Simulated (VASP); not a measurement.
# AlAs (gw) (F-43m) in VASP: single point with PBEsol

Aim: the single point of AlAs (gw) with PBEsol.

All numbers are computed with VASP 6.6.1; they aren't measurements. Logs are shortened: lines on timing, memory, paths and dates and some standing lists are left out, and cuts for length are marked.

## 1. The cell of the first run

Symmetry: F-43m, No. 216, cubic system. Conventional cell: a = 5.674 Å, b = 5.674 Å, c = 5.674 Å, α = 90.00°, β = 90.00°, γ = 90.00°. Within 3.2 Å of Al (site symmetry -43m) lie 4 As at 2.46 Å. As (site symmetry -43m) has 4 Al at 2.46 Å within 3.2 Å.

## 2. Single point, PBEsol

INCAR reads:

```
SYSTEM = AlAs
PREC = Accurate
ENCUT = 500
EDIFF = 1E-6
ISMEAR = 0
SIGMA = 0.01
LREAL = .False.
LASPH = .True.
NELM = 120
ALGO = Normal
ISIF = 2
LWAVE = .False.
LCHARG = .False.
GGA = PS
NBANDS = 11
GGA_COMPAT = .False.
```

KPOINTS reads:

```
Automatic mesh
0
Gamma
  4 4 4
  0 0 0
```

POSCAR reads:

```
AlAs
1.0
    0.0000000000      2.8371986854      2.8371986854
    2.8371986854      0.0000000000      2.8371986854
    2.8371986854      2.8371986854      0.0000000000
Al As
1 1
Direct
    0.0000000000      0.0000000000      0.0000000000
    0.2500000000      0.2500000000      0.2500000000
```

Potentials or basis: VASP PAW PBE potentials, release 64 (Al, As).

Command:

```bash
> cat potpaw_PBE.64/Al/POTCAR potpaw_PBE.64/As/POTCAR > POTCAR
> mpirun -np 1 vasp_std > vasp.out
```

OUTCAR:

```text
SYSTEM = AlAs
   PREC = Accurate
   ENCUT = 500
   EDIFF = 1E-6
   ISMEAR = 0
   LREAL = .False.
   LASPH = .True.
   NELM = 120
   ISIF = 2
   GGA = PS

 ion  position               nearest neighbor table
   1  0.000  0.000  0.000-   2 2.46   2 2.46   2 2.46   2 2.46
   2  0.250  0.250  0.250-   1 2.46   1 2.46   1 2.46   1 2.46

  LATTYP: Found a face centered cubic cell.
 ALAT       =     5.6743973708

  Lattice vectors:

 A1 = (   0.0000000000,   2.8371986854,   2.8371986854)
 A2 = (   2.8371986854,   0.0000000000,   2.8371986854)
 A3 = (   2.8371986854,   2.8371986854,   0.0000000000)

Analysis of symmetry for initial positions (statically):
=====================================================================
 Subroutine PRICEL returns:
 Original cell was already a primitive cell.

 Routine SETGRP: Setting up the symmetry group for a
 face centered cubic supercell.

 Subroutine GETGRP returns: Found 24 space group operations
 (whereof 24 operations were pure point group operations)
 out of a pool of 48 trial point group operations.

The static configuration has the point symmetry T_d .

Analysis of symmetry for dynamics (positions and initial velocities):
=====================================================================
 Subroutine PRICEL returns:
 Original cell was already a primitive cell.

 Routine SETGRP: Setting up the symmetry group for a
 face centered cubic supercell.

 Subroutine GETGRP returns: Found 24 space group operations
 (whereof 24 operations were pure point group operations)
 out of a pool of 48 trial point group operations.

The dynamic configuration has the point symmetry T_d .

 Subroutine INISYM returns: Found 24 space group operations
 (whereof 24 operations are pure point group operations),
 and found     1 'primitive' translations

----------------------------------------------------------------------------------------

                                     Primitive cell

  volume of cell :      45.6772

  direct lattice vectors                    reciprocal lattice vectors
     0.000000000  2.837198685  2.837198685    -0.176230168  0.176230168  0.176230168
     2.837198685  0.000000000  2.837198685     0.176230168 -0.176230168  0.176230168
     2.837198685  2.837198685  0.000000000     0.176230168  0.176230168 -0.176230168

  length of vectors
     4.012404860  4.012404860  4.012404860     0.305239604  0.305239604  0.305239604

  position of ions in fractional coordinates (direct lattice)
     0.000000000  0.000000000  0.000000000
     0.250000000  0.250000000  0.250000000

  ion indices of the primitive-cell ions
   primitive index   ion index
                 1           1
                 2           2

----------------------------------------------------------------------------------------

 KPOINTS: Automatic mesh

Automatic generation of k-mesh.
 Grid dimensions read from file:
 generate k-points for:    4    4    4

 Generating k-lattice:

  Cartesian coordinates                     Fractional coordinates (reciprocal lattice)
    -0.044057542  0.044057542  0.044057542     0.250000000  0.000000000  0.000000000
     0.044057542 -0.044057542  0.044057542     0.000000000  0.250000000  0.000000000
     0.044057542  0.044057542 -0.044057542     0.000000000  0.000000000  0.250000000

  Length of vectors
     0.076309901  0.076309901  0.076309901

  Shift w.r.t. Gamma in fractional coordinates (k-lattice)
     0.000000000  0.000000000  0.000000000

 Subroutine IBZKPT returns following result:
 ===========================================

 Found      8 irreducible k-points:

 Following reciprocal coordinates:
            Coordinates               Weight
  0.000000  0.000000  0.000000      1.000000
  0.250000  0.000000  0.000000      8.000000
  0.500000  0.000000  0.000000      4.000000
  0.250000  0.250000  0.000000      6.000000
  0.500000  0.250000  0.000000     24.000000
 -0.250000  0.250000  0.000000     12.000000
  0.500000  0.500000  0.000000      3.000000
 -0.250000  0.500000  0.250000      6.000000
   k-points           NKPTS =      8   k-points in BZ     NKDIM =      8   number of bands    NBANDS=     11
   number of dos      NEDOS =    301   number of ions     NIONS =      2
   total plane-waves  NPLWV =  27000
   dimension x,y,z NGX =    30 NGY =   30 NGZ =   30
   dimension x,y,z NGXF=    60 NGYF=   60 NGZF=   60
   ions per type =               1   1
   NGX,Y,Z   is equivalent  to a cutoff of  12.43, 12.43, 12.43 a.u.
   NGXF,Y,Z  is equivalent  to a cutoff of  24.86, 24.86, 24.86 a.u.
 SYSTEM =  AlAs
   PREC   = accura    normal or accurate (medium, high low for compatibility)
   ISTART =      0    job   : 0-new  1-cont  2-samecut
   ICHARG =      2    charge: 1-file 2-atom 10-const
   ISPIN  =      1    spin polarized calculation?
   LNONCOLLINEAR =      F non collinear calculations
   LSORBIT =      F    spin-orbit coupling
   LASPH  =      T    aspherical Exc in radial PAW
   ENCUT  =  500.0 eV  36.75 Ry    6.06 a.u.   7.32  7.32  7.32*2*pi/ulx,y,z
   NELM   =    120;   NELMIN=  2; NELMDL= -5     # of ELM steps
   EDIFF  = 0.1E-05   stopping-criterion for ELM
   LREAL  =      F    real-space projection
   EDIFFG = 0.1E-04   stopping-criterion for IOM
   NSW    =      0    number of steps for IOM
   IBRION =     -1    ionic relax: 0-MD 1-quasi-New 2-CG
   NFREE  =      0    steps in history (QN), initial steepest desc. (CG)
   ISIF   =      2    stress and relaxation
   ISYM   =      2    0-nonsym 1-usesym 2-fastsym
   POTIM  = 0.5000    time-step for ionic-motion
   TEBEG  =    0.0;   TEEND  =   0.0 temperature during run
   PSTRESS=    0.0 pullay stress
   NELECT =       8.0000    total number of electrons
   NUPDOWN=      -1.0000    fix difference up-down
   EMIN   =  10.00;   EMAX   =-10.00  energy-range for DOS
   EFERMI =   0.00;   METHOD = LEGACY
   ISMEAR =     0;   SIGMA  =   0.01  broadening in eV -4-tet -1-fermi 0-gaus
   EFERMI_NEDOS =   21; number of points for ismear=-14 and -15
   IALGO  =     38    algorithm
   IMIX   =      4    mixing-type and parameters
     AMIX     =   0.40;   BMIX     =  1.00
     AMIX_MAG =   1.60;   BMIX_MAG =  1.00
  volume/ion in A,a.u.               =      22.84       154.12
  Fermi-wavevector in a.u.,A,eV,Ry     =   0.915950  1.730894 11.414803  0.838964
  Thomas-Fermi vector in A             =   2.040750
   LORBIT       =      0    0 simple, 1 ext, 2 COOP (PROOUT), +10 PAW based schemes
   GGA     = PS    functional components
   LHFCALC =     F    Hartree Fock is set to
   AEXX    =    0.0000 exact exchange contribution
   IVDW    =     0    specifies the selected vdW correction
   LEPSILON=     F    determine dielectric tensor
   LRPA    =     F    only Hartree local field effects (RPA)
 non-spin polarized calculation
 Gauss-broadening in eV      SIGMA  =   0.01
  energy-cutoff  :      500.00
  volume of cell :       45.68
 maximum number of plane-waves:      1211
 NGX is ok and might be reduce to    30
   NGX = 15   NGY = 15   NGZ = 15

 number of electron       8.0000000 magnetization

 Free energy of the ion-electron system (eV)
  ---------------------------------------------------
  ext. energy  EPLUGINS =         0.00000000
  ---------------------------------------------------
  free energy    TOTEN  =        -9.94419520 eV

  energy without entropy =       -9.94419520  energy(sigma->0) =       -9.94419520

 E-fermi :   3.8910     XC(G=0):  -9.1509

 val. band max:        3.7831905087   @ k =   0.0000   0.0000   0.0000
 cond. band min:       5.0832053576   @ k =   0.5000   0.5000   0.0000
 fundamental gap:      1.3000148490
 Fermi energy:         3.8909764751

 k-point     1 :       0.0000    0.0000    0.0000
  band No.  band energies     occupation
      1      -8.0651      2.00000
      2       3.7832      2.00000
      3       3.7832      2.00000
      4       3.7832      2.00000
      5       5.6956      0.00000
      6       8.0029      0.00000
      7       8.0029      0.00000
      8       8.0029      0.00000
      9      12.4294      0.00000
     10      12.7318      0.00000
     11      12.7318      0.00000

 k-point     2 :       0.2500    0.0000    0.0000
  band No.  band energies     occupation
      1      -7.4887      2.00000
      2       0.3739      2.00000
      3       3.3030      2.00000
      4       3.3030      2.00000
      5       6.2900      0.00000
      6       8.6205      0.00000
      7       8.6205      0.00000
      8      10.1097      0.00000
      9      11.9957      0.00000
     10      11.9957      0.00000
     11      12.9645      0.00000

 k-point     3 :       0.5000    0.0000    0.0000
  band No.  band energies     occupation
      1      -6.6460      2.00000
      2      -1.8085      2.00000
      3       2.9576      2.00000
      4       2.9576      2.00000
      5       5.8157      0.00000
      6       8.3787      0.00000
      7       8.3787      0.00000
      8      11.3229      0.00000
      9      14.7800      0.00000
     10      15.2262      0.00000
     11      15.2262      0.00000

 k-point     4 :       0.2500    0.2500    0.0000
  band No.  band energies     occupation
      1      -7.2899      2.00000
      2       0.5512      2.00000
      3       2.4333      2.00000
      4       2.4333      2.00000
      5       6.2605      0.00000
      6       7.4453      0.00000
      7      10.5412      0.00000
      8      10.5412      0.00000
      9      11.0924      0.00000
     10      13.8221      0.00000
     11      15.8314      0.00000

 k-point     5 :       0.5000    0.2500    0.0000
  band No.  band energies     occupation
      1      -6.4165      2.00000
      2      -1.2768      2.00000
      3       1.0312      2.00000
      4       2.1619      2.00000
      5       6.2277      0.00000
      6       8.8519      0.00000
      7      10.0536      0.00000
      8      10.6329      0.00000
      9      13.9625      0.00000
     10      15.1222      0.00000
     11      16.5232      0.00000

 k-point     6 :      -0.2500    0.2500    0.0000
  band No.  band energies     occupation
      1      -6.7276      2.00000
      2      -0.7800      2.00000
      3       0.8891      2.00000
      4       2.8822      2.00000
      5       7.0798      0.00000
      6       9.4159      0.00000
      7       9.6091      0.00000
      8      10.0015      0.00000
      9      11.3378      0.00000
     10      13.9349      0.00000
     11      16.0941      0.00000

 k-point     7 :       0.5000    0.5000    0.0000
  band No.  band energies     occupation
      1      -6.0978      2.00000
      2      -1.6558      2.00000
      3       1.6018      2.00000
      4       1.6018      2.00000
      5       5.0832      0.00000
      6       5.9745      0.00000
      7      13.9895      0.00000
      8      13.9895      0.00000
      9      15.3754      0.00000
     10      16.2713      0.00000
     11      16.2713      0.00000

 k-point     8 :      -0.2500    0.5000    0.2500
  band No.  band energies     occupation
      1      -6.0653      2.00000
      2      -1.3095      2.00000
      3       0.5803      2.00000
      4       0.9304      2.00000
      5       7.9923      0.00000
      6       9.3514      0.00000
      7       9.3744      0.00000
      8       9.7226      0.00000
      9      14.2627      0.00000
     10      16.0035      0.00000
     11      16.2348      0.00000

------------------------ aborting loop because EDIFF is reached ----------------------------------------

  FORCE on cell =-STRESS in cart. coord.  units (eV):
  Direction    XX          YY          ZZ          XY          YZ          ZX
  --------------------------------------------------------------------------------------
  -------------------------------------------------------------------------------------
  Total        0.1641511      0.1641511      0.1641511      0.0000000      0.0000000      0.0000000
  in kB        5.7577803      5.7577803      5.7577803      0.0000000      0.0000000      0.0000000
  external PRESSURE =       5.7577803 kB  Pullay stress =       0.0000000 kB

 VOLUME and BASIS-vectors are now :
 -----------------------------------------------------------------------------
  energy-cutoff  :      500.00
  volume of cell :       45.68
      direct lattice vectors                 reciprocal lattice vectors
     0.000000000  2.837198685  2.837198685    -0.176230168  0.176230168  0.176230168
     2.837198685  0.000000000  2.837198685     0.176230168 -0.176230168  0.176230168
     2.837198685  2.837198685  0.000000000     0.176230168  0.176230168 -0.176230168

 POSITION                                       TOTAL-FORCE (eV/Angst)
 -----------------------------------------------------------------------------------
      0.00000      0.00000      0.00000        -0.000000     -0.000000     -0.000000
      1.41860      1.41860      1.41860         0.000000      0.000000      0.000000
 -----------------------------------------------------------------------------------
    total drift:                               -0.000000     -0.000000     -0.000000

  FREE ENERGIE OF THE ION-ELECTRON SYSTEM (eV)
  ---------------------------------------------------
  free  energy   TOTEN  =        -9.9441952018 eV

  energy  without entropy=       -9.9441952018  energy(sigma->0) =       -9.94419520
```

It took 5.4 s on 1 thread of Intel Xeon Platinum 8559C (Emerald Rapids), shared host; peak memory 0.16 GiB.

Results:

```
Free energy            : -9.9442 eV
Pressure               : 0.6 GPa
Band gap on the k mesh : 1.30 eV, indirect (least direct gap 1.91 eV)
```

Levels at points of the mesh, in eV from the valence-band top:
| k point | band 1 | band 2 | band 3 | band 4 | band 5 | band 6 | band 7 | band 8 | band 9 |
| --- | --- | --- | --- | --- | --- | --- | --- | --- | --- |
| (0.00, 0.00, 0.00) | -11.85 | 0.00 | 0.00 | 0.00 | 1.91 | 4.22 | 4.22 | 4.22 | 8.65 |
| (0.50, 0.00, 0.00) | -10.43 | -5.59 | -0.83 | -0.83 | 2.03 | 4.60 | 4.60 | 7.54 | 11.00 |
| (0.50, 0.50, 0.00) | -9.88 | -5.44 | -2.18 | -2.18 | 1.30 | 2.19 | 10.21 | 10.21 | 11.59 |

Caveat: the k points lie up to 0.48 Å⁻¹ apart; the PAW data sets were made with another functional, which shifts forces and pressure a little.
